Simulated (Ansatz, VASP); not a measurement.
**Pt in VASP and in Ansatz**

INCAR

```
SYSTEM = Pt
PREC = Accurate
ENCUT = 520
EDIFF = 1E-6
ISMEAR = 0
SIGMA = 0.15
LREAL = .False.
LASPH = .True.
NELM = 100
ALGO = Fast
ISIF = 2
LWAVE = .False.
LCHARG = .True.
GGA = PE
LELF = .True.
LVHAR = .True.
NBANDS = 11
```

File KPOINTS:

```
regular mesh
0
Gamma
  24 24 24
  0 0 0
```

The input POSCAR:

```
Pt
1.0
    0.0000000000      2.0668907952      1.7568571759
    2.0668907952      0.0000000000      1.7568571759
    2.0668907952      2.0668907952      0.0000000000
Pt
1
Direct
    0.0000000000      0.0000000000      0.0000000000
```

Input for Ansatz:

```yaml
crystal:
  lattice:
    - [0.0, 2.0668907952, 1.7568571759]
    - [2.0668907952, 0.0, 1.7568571759]
    - [2.0668907952, 2.0668907952, 0.0]
  atoms:
    - { symbol: Pt, position: [0.0, 0.0, 0.0] }
basis:
  ecutwfc: 420
kpoints:
  mp_grid: { grid: [24, 24, 24] }
hamiltonian:
  xc: pbe
scf:
  occupations: { method: gaussian, width: 0.15 }
output:
  forces: true
  stress: true
  eigenvalues: true
```

Alike in both runs: task single point; functional PBE; k mesh 24 × 24 × 24; occupations gaussian, width 0.15 eV; no spin polarisation.

```csv
,VASP,Ansatz
version,VASP 6.6.1,Ansatz 0.2.0
potentials or method,"VASP PAW PBE potentials, release 64 (Pt), cutoff 520 eV","scalar-relativistic, plane waves, PAW"
valence electrons in the cell,10,18
```

VASP gave:

* gap on the k mesh at the Fermi level (eV): none
* pressure (GPa): 12.6
* traceless stress, the component that is largest in VASP (GPa): 4.89

Q: Which values does Ansatz return?

A: gap on the k mesh at the Fermi level (eV): none; pressure (GPa): 13.2; traceless stress, the component that is largest in VASP (GPa): 4.92.

A gap of «none» marks a metal or a gap that the smearing closes. VASP's potentials hold 10 valence electrons a cell and Ansatz's 18, so a difference there can come from the potentials and not from the codes.

Neither program's run includes spin-orbit coupling.
